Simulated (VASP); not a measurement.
# ScAl3N4 (Cm) in VASP: further runs

ScAl3N4 is run at these levels: PBEsol; tasks: single point.

Everything below comes from runs of VASP 6.6.1. Logs are shortened: lines on timing, memory, paths and dates and some standing lists are left out, and cuts for length are marked.

## (1) The cell of the first run

It takes space group Cm (No. 8, monoclinic). Conventional cell: a = 11.529 Å, b = 3.209 Å, c = 5.604 Å, α = 90.00°, β = 119.04°, γ = 90.00°. Sc (site symmetry m) has 4 N at 1.97 to 2.14 Å within 2.6 Å. Within 2.5 Å of Al (site symmetry m) lie 4 N at 1.85 to 2.04 Å. Al (site symmetry m) has 4 N at 1.91 to 1.98 Å within 2.5 Å. Al (site symmetry m) has 4 N at 1.90 to 2.00 Å within 2.5 Å. N (site symmetry m) has 3 Al at 1.90 to 1.91 Å and 1 Sc at 2.14 Å within 2.5 Å. N (site symmetry m) has 4 Al at 1.93 to 2.04 Å within 2.6 Å. N (site symmetry m) has 2 Al at 1.85 to 1.98 Å and 2 Sc at 1.97 Å within 2.5 Å. Within 2.5 Å of N (site symmetry m) lie 3 Al at 1.88 to 2.00 Å and 1 Sc at 2.02 Å.

## (2) Single point, PBEsol (atoms displaced along a vibrational mode)

File INCAR:

```
SYSTEM = ScAl3N4
PREC     = Accurate       ! precision mode
ENCUT    = 520            ! plane-wave cutoff, eV
EDIFF    = 1E-7           ! SCF threshold, eV
ISMEAR   = 0              ! smearing method
SIGMA    = 0.01           ! smearing width, eV
LREAL    = .False.        ! projectors in reciprocal space
LASPH    = .True.         ! aspherical terms in the spheres
NELM     = 100            ! most SCF steps
ALGO     = Normal         ! electronic algorithm
ISIF     = 2              ! what is computed and relaxed
LWAVE    = .False.        ! write WAVECAR
LCHARG   = .False.        ! write CHGCAR
GGA      = PS             ! functional
NBANDS   = 30             ! bands
```

File KPOINTS:

```
Automatic mesh
0
Gamma
  10 8 10
  0 0 0
```

File POSCAR:

```
ScAl3N4
1.0
   -3.2085883332      0.0000000000      0.0000000000
    0.0000000000      5.6037523390     -0.0022451692
    1.6042941666     -2.7998414826     -5.0387629932
Sc Al N
1 3 4
Direct
    0.0094628367      0.3403041365      0.0189256734
    0.5043904380      0.8403689388      0.0087808760
    0.7576599285      0.4213289776      0.5153198570
    0.2511511081      0.9213979352      0.5023022162
    0.7972955966      0.1282797561      0.5945911933
    0.3016243459      0.6380709529      0.6032486918
    0.5616926964      0.2106446991      0.1233853928
    0.0527230498      0.7356046038      0.1054460996
```

Potentials or basis: VASP PAW PBE potentials, release 64 (Sc_sv, Al, N).

Run with:

```bash
$ cat potpaw_PBE.64/Sc_sv/POTCAR potpaw_PBE.64/Al/POTCAR potpaw_PBE.64/N/POTCAR > POTCAR
$ mpirun -np 1 vasp_std > vasp.out
```

OUTCAR:

```text
SYSTEM = ScAl3N4
   PREC = Accurate
   ENCUT = 520
   EDIFF = 1E-7
   ISMEAR = 0
   LREAL = .False.
   LASPH = .True.
   NELM = 100
   ISIF = 2
   GGA = PS

 ion  position               nearest neighbor table
   1  0.009  0.340  0.019-   7 1.97   7 1.97   8 2.02   5 2.14   4 3.09   3 3.12   3 3.12   3 3.15
                             4 3.19   4 3.19   2 3.20   2 3.20   2 3.25   2 3.25
   2  0.504  0.840  0.009-   7 1.85   8 1.88   8 1.88   6 2.04   4 3.10   4 3.10   3 3.11   3 3.11
                             3 3.15   4 3.16   1 3.20   1 3.20   1 3.25   1 3.25
   3  0.758  0.421  0.515-   5 1.91   6 1.93   6 1.93   7 1.98   2 3.11   2 3.11   1 3.12   1 3.12
                             2 3.15   1 3.15   4 3.20   4 3.20   4 3.26   4 3.26
   4  0.251  0.921  0.502-   5 1.90   5 1.90   6 1.94   8 2.00   1 3.09   2 3.10   2 3.10   2 3.16
                             1 3.19   1 3.19   3 3.20   3 3.20   3 3.26   3 3.26
   5  0.797  0.128  0.595-   4 1.90   4 1.90   3 1.91   1 2.14
   6  0.302  0.638  0.603-   3 1.93   3 1.93   4 1.94   2 2.04
   7  0.562  0.211  0.123-   2 1.85   1 1.97   1 1.97   3 1.98
   8  0.053  0.736  0.105-   2 1.88   2 1.88   4 2.00   1 2.02

  LATTYP: Found a base centered monoclinic cell.
 ALAT       =    11.5287891523
 B/A-ratio  =     0.2783109562
 C/A-ratio  =     0.4860660313
 COS(beta)  =    -0.4853627588

  Lattice vectors:

 A1 = (   1.6042941666,  -2.7998414826,  -5.0387629932)
 A2 = (  -1.6042941666,  -2.7998414826,  -5.0387629932)
 A3 = (   0.0000000000,   5.6037523390,  -0.0022451692)

Analysis of symmetry for initial positions (statically):
=====================================================================
 Subroutine PRICEL returns:
 Original cell was already a primitive cell.

 Routine SETGRP: Setting up the symmetry group for a
 base centered monoclinic supercell.

 Subroutine GETGRP returns: Found  2 space group operations
 (whereof  2 operations were pure point group operations)
 out of a pool of  4 trial point group operations.

The static configuration has the point symmetry C_1h.

Analysis of symmetry for dynamics (positions and initial velocities):
=====================================================================
 Subroutine PRICEL returns:
 Original cell was already a primitive cell.

 Routine SETGRP: Setting up the symmetry group for a
 base centered monoclinic supercell.

 Subroutine GETGRP returns: Found  2 space group operations
 (whereof  2 operations were pure point group operations)
 out of a pool of  4 trial point group operations.

The dynamic configuration has the point symmetry C_1h.

 Subroutine INISYM returns: Found  2 space group operations
 (whereof  2 operations are pure point group operations),
 and found     1 'primitive' translations

----------------------------------------------------------------------------------------

                                     Primitive cell

  volume of cell :      90.6178

  direct lattice vectors                    reciprocal lattice vectors
    -3.208588333  0.000000000  0.000000000    -0.311663541 -0.000039748 -0.099208618
     0.000000000  5.603752339 -0.002245169     0.000000000  0.178412136 -0.099136574
     1.604294167 -2.799841483 -5.038762993     0.000000000 -0.000079497 -0.198417235

  length of vectors
     3.208588333  5.603752789  5.983477634     0.327072643  0.204105243  0.198417251

  position of ions in fractional coordinates (direct lattice)
     0.009462837  0.340304137  0.018925673
     0.504390438  0.840368939  0.008780876
     0.757659928  0.421328978  0.515319857
     0.251151108  0.921397935  0.502302216
     0.797295597  0.128279756  0.594591193
     0.301624346  0.638070953  0.603248692
     0.561692696  0.210644699  0.123385393
     0.052723050  0.735604604  0.105446100

  ion indices of the primitive-cell ions
   primitive index   ion index
                 1           1
                 2           2
                 3           3
                 4           4
                 5           5
                 6           6
                 7           7
                 8           8

----------------------------------------------------------------------------------------

 KPOINTS: Automatic mesh

Automatic generation of k-mesh.
 Grid dimensions read from file:
 generate k-points for:   10    8   10

 Generating k-lattice:

  Cartesian coordinates                     Fractional coordinates (reciprocal lattice)
    -0.031166354 -0.000003975 -0.009920862     0.100000000  0.000000000  0.000000000
     0.000000000  0.022301517 -0.012392072     0.000000000  0.125000000  0.000000000
     0.000000000 -0.000007950 -0.019841724     0.000000000  0.000000000  0.100000000

  Length of vectors
     0.032707264  0.025513155  0.019841725

  Shift w.r.t. Gamma in fractional coordinates (k-lattice)
     0.000000000  0.000000000  0.000000000

 Subroutine IBZKPT returns following result:
 ===========================================

 Found    227 irreducible k-points:

 Following reciprocal coordinates:
            Coordinates               Weight
  0.000000  0.000000  0.000000      1.000000
  0.100000  0.000000  0.000000      4.000000
  0.200000  0.000000  0.000000      4.000000
  0.300000 -0.000000  0.000000      4.000000
  0.400000  0.000000  0.000000      4.000000
  0.500000  0.000000 -0.000000      2.000000
[... 16 lines left out ...]
 -0.400000  0.250000 -0.000000      4.000000
 -0.300000  0.250000 -0.000000      4.000000
 [... further k-points ...]
   k-points           NKPTS =    227   k-points in BZ     NKDIM =    227   number of bands    NBANDS=     30
   number of dos      NEDOS =    301   number of ions     NIONS =      8
   total plane-waves  NPLWV =  48384
   dimension x,y,z NGX =    24 NGY =   42 NGZ =   48
   dimension x,y,z NGXF=    48 NGYF=   84 NGZF=   96
   ions per type =               1   3   4
   NGX,Y,Z   is equivalent  to a cutoff of  12.44, 12.46, 13.34 a.u.
   NGXF,Y,Z  is equivalent  to a cutoff of  24.87, 24.92, 26.67 a.u.
 SYSTEM =  ScAl3N4
   PREC   = accura    normal or accurate (medium, high low for compatibility)
   ISTART =      0    job   : 0-new  1-cont  2-samecut
   ICHARG =      2    charge: 1-file 2-atom 10-const
   ISPIN  =      1    spin polarized calculation?
   LNONCOLLINEAR =      F non collinear calculations
   LSORBIT =      F    spin-orbit coupling
   LASPH  =      T    aspherical Exc in radial PAW
   ENCUT  =  520.0 eV  38.22 Ry    6.18 a.u.   5.97 10.42 11.13*2*pi/ulx,y,z
   NELM   =    100;   NELMIN=  2; NELMDL= -5     # of ELM steps
   EDIFF  = 0.1E-06   stopping-criterion for ELM
   LREAL  =      F    real-space projection
   EDIFFG = 0.1E-05   stopping-criterion for IOM
   NSW    =      0    number of steps for IOM
   IBRION =     -1    ionic relax: 0-MD 1-quasi-New 2-CG
   NFREE  =      0    steps in history (QN), initial steepest desc. (CG)
   ISIF   =      2    stress and relaxation
   ISYM   =      2    0-nonsym 1-usesym 2-fastsym
   POTIM  = 0.5000    time-step for ionic-motion
   TEBEG  =    0.0;   TEEND  =   0.0 temperature during run
   PSTRESS=    0.0 pullay stress
   NELECT =      40.0000    total number of electrons
   NUPDOWN=      -1.0000    fix difference up-down
   EMIN   =  10.00;   EMAX   =-10.00  energy-range for DOS
   EFERMI =   0.00;   METHOD = LEGACY
   ISMEAR =     0;   SIGMA  =   0.01  broadening in eV -4-tet -1-fermi 0-gaus
   EFERMI_NEDOS =   21; number of points for ismear=-14 and -15
   IALGO  =     38    algorithm
   IMIX   =      4    mixing-type and parameters
     AMIX     =   0.40;   BMIX     =  1.00
     AMIX_MAG =   1.60;   BMIX_MAG =  1.00
  volume/ion in A,a.u.               =      11.33        76.44
  Fermi-wavevector in a.u.,A,eV,Ry     =   1.246494  2.355533 21.140027  1.553748
  Thomas-Fermi vector in A             =   2.380669
   LORBIT       =      0    0 simple, 1 ext, 2 COOP (PROOUT), +10 PAW based schemes
   GGA     = PS    functional components
   LHFCALC =     F    Hartree Fock is set to
   AEXX    =    0.0000 exact exchange contribution
   IVDW    =     0    specifies the selected vdW correction
   LEPSILON=     F    determine dielectric tensor
   LRPA    =     F    only Hartree local field effects (RPA)
 non-spin polarized calculation
 Gauss-broadening in eV      SIGMA  =   0.01
  energy-cutoff  :      520.00
  volume of cell :       90.62
 maximum number of plane-waves:      2467
   NGX = 11   NGY = 21   NGZ = 23

 number of electron      39.9999999 magnetization

 Free energy of the ion-electron system (eV)
  ---------------------------------------------------
  ext. energy  EPLUGINS =         0.00000000
  ---------------------------------------------------
  free energy    TOTEN  =       -64.89961716 eV

  energy without entropy =      -64.89961716  energy(sigma->0) =      -64.89961716

 E-fermi :   5.2723     XC(G=0): -11.0291

 val. band max:        5.1393351098   @ k =   0.0000   0.0000   0.0000
 cond. band min:       8.6146883877   @ k =   0.0000   0.0000   0.0000
 fundamental gap:      3.4753532778
 Fermi energy:         5.2723485885

 k-point     1 :       0.0000    0.0000    0.0000
  band No.  band energies     occupation
      1     -41.2049      2.00000
      2     -20.1602      2.00000
      3     -20.1322      2.00000
      4     -19.9612      2.00000
      5      -9.3707      2.00000
      6      -7.5224      2.00000
[... 22 lines left out ...]
     29      14.0266      0.00000
     30      14.9779      0.00000

 k-point     2 :       0.1000    0.0000    0.0000
  band No.  band energies     occupation
      1     -41.2016      2.00000
      2     -20.1576      2.00000
      3     -20.1288      2.00000
      4     -20.0003      2.00000
      5      -9.2723      2.00000
      6      -7.5144      2.00000
[... 22 lines left out ...]
     29      14.0403      0.00000
     30      14.8620      0.00000

 k-point     3 :       0.2000    0.0000    0.0000
  band No.  band energies     occupation
      1     -41.1927      2.00000
      2     -20.1719      2.00000
      3     -20.1228      2.00000
      4     -20.0765      2.00000
      5      -8.9912      2.00000
      6      -7.4636      2.00000
[... 22 lines left out ...]
     29      13.6578      0.00000
     30      14.1996      0.00000

 k-point     4 :       0.3000   -0.0000    0.0000
  band No.  band energies     occupation
      1     -41.1817      2.00000
      2     -20.2729      2.00000
      3     -20.1142      2.00000
      4     -20.0851      2.00000
      5      -8.5694      2.00000
      6      -7.3811      2.00000
[... 22 lines left out ...]
     29      13.5688      0.00000
     30      14.3625      0.00000

 k-point     5 :       0.4000    0.0000    0.0000
  band No.  band energies     occupation
      1     -41.1728      2.00000
      2     -20.3731      2.00000
      3     -20.1041      2.00000
      4     -20.0738      2.00000
      5      -8.0816      2.00000
      6      -7.3592      2.00000
[... 22 lines left out ...]
     29      13.5598      0.00000
     30      14.4308      0.00000
[... 526 lines left out ...]
     29      13.8123      0.00000
     30      14.5061      0.00000

 k-point    22 :       0.5000    0.2500    0.0000
  band No.  band energies     occupation
      1     -41.1694      2.00000
      2     -20.4114      2.00000
      3     -20.1006      2.00000
      4     -20.0691      2.00000
      5      -7.7187      2.00000
      6      -7.4656      2.00000
[... 22 lines left out ...]
     29      13.7646      0.00000
     30      14.5287      0.00000

 k-point    23 :      -0.4000    0.2500   -0.0000
  band No.  band energies     occupation
      1     -41.1728      2.00000
      2     -20.3728      2.00000
      3     -20.1045      2.00000
      4     -20.0742      2.00000
      5      -8.0709      2.00000
      6      -7.3805      2.00000
[... 22 lines left out ...]
     29      13.8227      0.00000
     30      14.2048      0.00000

 k-point    24 :      -0.3000    0.2500   -0.0000
  band No.  band energies     occupation
      1     -41.1817      2.00000
      2     -20.2729      2.00000
      3     -20.1147      2.00000
      4     -20.0855      2.00000
      5      -8.4986      2.00000
      6      -7.4340      2.00000
[... 22 lines left out ...]
     29      13.7496      0.00000
     30      14.1697      0.00000

 [... further k-points ...]

------------------------ aborting loop because EDIFF is reached ----------------------------------------

  FORCE on cell =-STRESS in cart. coord.  units (eV):
  Direction    XX          YY          ZZ          XY          YZ          ZX
  --------------------------------------------------------------------------------------
  -------------------------------------------------------------------------------------
  Total        2.0922675      2.1353806     -3.4171100      0.0000000      0.0814478      0.0000000
  in kB       36.9925481     37.7548145    -60.4165606      0.0000000      1.4400457      0.0000000
  external PRESSURE =       4.7769340 kB  Pullay stress =       0.0000000 kB

 VOLUME and BASIS-vectors are now :
 -----------------------------------------------------------------------------
  energy-cutoff  :      520.00
  volume of cell :       90.62
      direct lattice vectors                 reciprocal lattice vectors
    -3.208588333  0.000000000  0.000000000    -0.311663541 -0.000039748 -0.099208618
     0.000000000  5.603752339 -0.002245169     0.000000000  0.178412136 -0.099136574
     1.604294167 -2.799841483 -5.038762993     0.000000000 -0.000079497 -0.198417235

 POSITION                                       TOTAL-FORCE (eV/Angst)
 -----------------------------------------------------------------------------------
     -0.00000      1.85399     -0.09613        -0.000000      0.084481      0.699682
     -1.60429      4.68463     -0.04613        -0.000000     -0.016265      0.542742
     -1.60429      0.91821     -2.59752         0.000000     -0.029639      0.800729
      0.00000      3.75692     -2.53305        -0.000000     -0.032728      0.786662
     -1.60429     -0.94591     -2.99629         0.000000      0.044731     -0.447718
     -0.00000      1.88659     -3.04106         0.000000      0.021568     -0.525293
     -1.60429      0.83494     -0.62218         0.000000     -0.548136     -1.074331
      0.00000      3.82691     -0.53297         0.000000      0.475990     -0.782473
 -----------------------------------------------------------------------------------
    total drift:                               -0.000012      0.000200      0.000044

  FREE ENERGIE OF THE ION-ELECTRON SYSTEM (eV)
  ---------------------------------------------------
  free  energy   TOTEN  =       -64.8996171605 eV

  energy  without entropy=      -64.8996171605  energy(sigma->0) =      -64.89961716
```

Wall time 4.6 min (1 thread of Intel Xeon 6975P-C (Granite Rapids), shared host); peak memory 0.61 GiB.

Results:

```yaml
Free_energy: -64.8996 eV
Pressure: 0.5 GPa
Largest_force: 1.206 eV/Å
Band_gap_on_the_k_mesh: 3.48 eV
```

Forces in eV/Å, atoms in the order of the input:
```
Sc   0.000  0.084  0.700
Al   0.000 -0.016  0.543
Al   0.000 -0.030  0.801
Al   0.000 -0.033  0.787
N    0.000  0.045 -0.448
N    0.000  0.022 -0.525
N    0.000 -0.548 -1.074
N    0.000  0.476 -0.782
```

Stress tensor (GPa, compression positive):
```
 3.70  0.00  0.00
 0.00  3.78  0.14
 0.00  0.14 -6.04
```

Levels at points of the mesh, in eV from the valence-band top:
| k point | band 18 | band 19 | band 20 | band 21 | band 22 | band 23 |
| --- | --- | --- | --- | --- | --- | --- |
| (0.00, 0.00, 0.00) | -0.73 | -0.69 | 0.00 | 3.48 | 4.36 | 4.75 |
| (0.50, 0.00, 0.00) | -1.01 | -0.49 | -0.36 | 4.25 | 4.47 | 5.05 |
| (0.00, 0.50, 0.00) | -0.70 | -0.46 | -0.43 | 4.47 | 5.42 | 5.53 |
| (0.50, 0.50, 0.00) | -1.16 | -0.39 | -0.03 | 4.10 | 4.40 | 4.85 |
| (0.00, 0.00, 0.50) | -0.91 | -0.74 | -0.61 | 4.42 | 4.70 | 5.36 |
| (0.00, 0.50, 0.50) | -0.88 | -0.33 | -0.15 | 4.68 | 5.27 | 5.48 |

Caveat: the cell differs from its parent crystal (atoms displaced along a vibrational mode); the PAW data sets were made with another functional, which shifts forces and pressure a little. A k mesh can miss the band edges.

(Part 1 of 2 ends here.)
